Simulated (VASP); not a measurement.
BN:

```
CELL_PARAMETERS angstrom
2.50804 0.00000 0.00000
-1.24671 2.17623 0.00000
-0.63067 -1.08812 3.02254
ATOMIC_POSITIONS crystal
B 0.97964 0.98350 0.00181
N 0.66851 0.33238 0.98500
```

| Quantity | Value |
| --- | --- |
| Program | VASP 6.6.1 |
| Task | relaxation of cell and atoms |
| Functional | PBE |
| Dispersion | D3(BJ) |
| Potentials or basis | VASP PAW PBE potentials, release 64 (B, N) |
| Cutoff | 600 eV |
| k mesh | 12 × 12 × 8 |
| Occupations | fermi-dirac, width 0.02 eV |
| Spin | no spin polarisation |

At the start: pressure 1.7 GPa; volume 8.25 Å³/atom.

Question: Where does the relaxation end?

Answer: Over 35 steps the energy falls by 66.0 meV/atom and the volume is 9.01 Å³/atom (+9.2 %); space group P1 (No. 1, to 0.1 Å) before, Fmm2 (No. 42, to 0.1 Å).

The path:
| step | energy change (eV) | largest force (eV/Å) | pressure (GPa) | volume (Å³) |
| --- | --- | --- | --- | --- |
| 1 | 0.0000 | 2.7247 | 1.66 | 16.50 |
| 2 | 0.7961 | 10.0209 | 20.26 | 16.69 |
| 3 | -0.1011 | 0.5742 | -0.30 | 16.55 |
| 4 | -0.1011 | 0.5714 | -0.31 | 16.55 |
| 5 | -0.1032 | 0.9898 | 4.28 | 16.53 |
| 6 | -0.1123 | 0.4090 | 1.98 | 16.54 |
| 7 | -0.1152 | 0.4379 | 2.25 | 16.72 |
| 8 | -0.1178 | 0.1443 | 2.10 | 16.65 |
| 9 | -0.1207 | 0.2780 | 0.27 | 16.89 |
| 10 | -0.1207 | 0.2673 | 0.32 | 16.88 |
| 11 | -0.1234 | 0.1854 | -0.04 | 17.03 |
| 12 | -0.1259 | 0.2878 | -0.74 | 17.35 |
| 13 | -0.1283 | 0.1905 | -0.26 | 17.45 |
| 14 | -0.1301 | 0.2629 | 0.83 | 17.68 |
| 15 | -0.1314 | 0.1185 | 0.82 | 17.83 |
| 16 | -0.1316 | 0.1103 | 0.82 | 17.90 |
| 17 | -0.1319 | 0.0432 | 0.09 | 17.97 |
| 18 | -0.1319 | 0.0346 | 0.15 | 17.96 |
| 19 | -0.1319 | 0.0162 | -0.01 | 17.97 |
| 20 | -0.1319 | 0.0168 | -0.03 | 17.97 |
| 21 | -0.1319 | 0.0073 | 0.00 | 17.97 |
| 22 | -0.1319 | 0.0090 | 0.02 | 17.97 |
| 23 | -0.1319 | 0.0038 | 0.04 | 17.98 |
| 24 | -0.1319 | 0.0049 | 0.05 | 17.98 |
| 25 | -0.1319 | 0.0044 | 0.04 | 17.98 |
| 26 | -0.1319 | 0.0097 | 0.03 | 17.99 |
| 27 | -0.1319 | 0.0053 | 0.02 | 17.99 |
| 28 | -0.1319 | 0.0109 | 0.00 | 18.00 |
| 29 | -0.1319 | 0.0078 | 0.01 | 18.00 |
| 30 | -0.1319 | 0.0072 | 0.01 | 18.00 |
| 31 | -0.1319 | 0.0068 | 0.00 | 18.01 |
| 32 | -0.1319 | 0.0109 | -0.02 | 18.03 |
| 33 | -0.1319 | 0.0075 | 0.00 | 18.02 |
| 34 | -0.1319 | 0.0080 | 0.00 | 18.02 |
| 35 | -0.1319 | 0.0035 | 0.00 | 18.02 |

Final structure:
```
B N
1.0
     2.50513   -0.00253   -0.00139
    -1.24751    2.17224    0.00176
    -0.63056   -1.08368    3.31358
B N
1 1
Direct
  0.99086 0.99120 0.99345
  0.65729 0.32469 0.99336
```
